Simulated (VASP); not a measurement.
**CuO: single point with PBE+U**

The system is CuO.

```
CELL_PARAMETERS angstrom
1.67472 2.07606 5.36688
2.08721 -2.07606 0.16528
2.08721 6.22818 0.16528
ATOMIC_POSITIONS crystal
Cu 0.00000 0.25000 0.25000
Cu 0.50000 0.25000 0.75000
Cu 0.00000 0.75000 0.75000
Cu 0.50000 0.75000 0.25000
O 0.25000 0.62502 0.12498
O 0.75000 0.37498 0.87502
O 0.25000 0.12502 0.62498
O 0.75000 0.87498 0.37502
```

```
Program                : VASP 6.6.1
Task                   : single point
Functional             : PBE
Potentials or basis    : VASP PAW PBE potentials, release 64 (Cu, O)
Cutoff                 : 520 eV
k mesh                 : 5 × 5 × 5
Occupations            : gaussian, width 0.05 eV
Spin                   : collinear spin
Starting moments       : [1.0, 1.0, 1.0, 1.0, 0.0, 0.0, 0.0, 0.0] μB
Hubbard terms          : Cu d U = 4.0 eV
Dipole correction      : no
Further INCAR settings : ALGO = Fast; EDIFF = 1e-06; NBANDS = 48
```

```yaml
Pressure: -2.7 GPa
Net_moment: 3.89 μB per cell
Site_moments: Cu +0.63; O +0.30 μB
Valence_electrons_inside_the_program's_atomic_spheres: Cu 9.88; O 4.97
```

Stress tensor (GPa, compression positive):
```
-2.54 -0.02  0.03
-0.02 -2.46  0.00
 0.03  0.00 -2.98
```

Levels at points of the mesh, in eV from the Fermi level:
Spin up:
| k point | band 32 | band 33 | band 34 | band 35 | band 36 | band 37 | band 38 | band 39 | band 40 | band 41 |
| --- | --- | --- | --- | --- | --- | --- | --- | --- | --- | --- |
| (0.00, 0.00, 0.00) | -2.15 | -1.42 | -0.28 | -0.27 | -0.26 | 1.26 | 4.65 | 5.86 | 6.39 | 7.17 |
Spin down:
```
           k point  band 30  band 31  band 32  band 33  band 34  band 35
(0.00, 0.00, 0.00)    -2.34    -1.87    -1.55     0.84     1.50     1.71
```

Eigenvalues of the final occupation matrices:
```tsv
site	spin	trace	eigenvalues
site 1 d	1	4.89	0.95 0.97 0.97 0.98 1.02
site 1 d	2	4.26	0.42 0.94 0.96 0.97 0.97
site 2 d	1	4.89	0.95 0.97 0.97 0.98 1.02
site 2 d	2	4.26	0.42 0.94 0.96 0.97 0.97
site 3 d	1	4.89	0.95 0.97 0.97 0.98 1.02
site 3 d	2	4.26	0.42 0.94 0.96 0.97 0.97
site 4 d	1	4.89	0.95 0.97 0.97 0.98 1.02
site 4 d	2	4.26	0.42 0.94 0.96 0.97 0.97
```

Run time: 20 min on 1 thread of Oxide Virtual Turin-like Processor, with other jobs on the host, peak memory 0.48 GiB.

Caveat: the k points lie up to 0.43 Å⁻¹ apart.
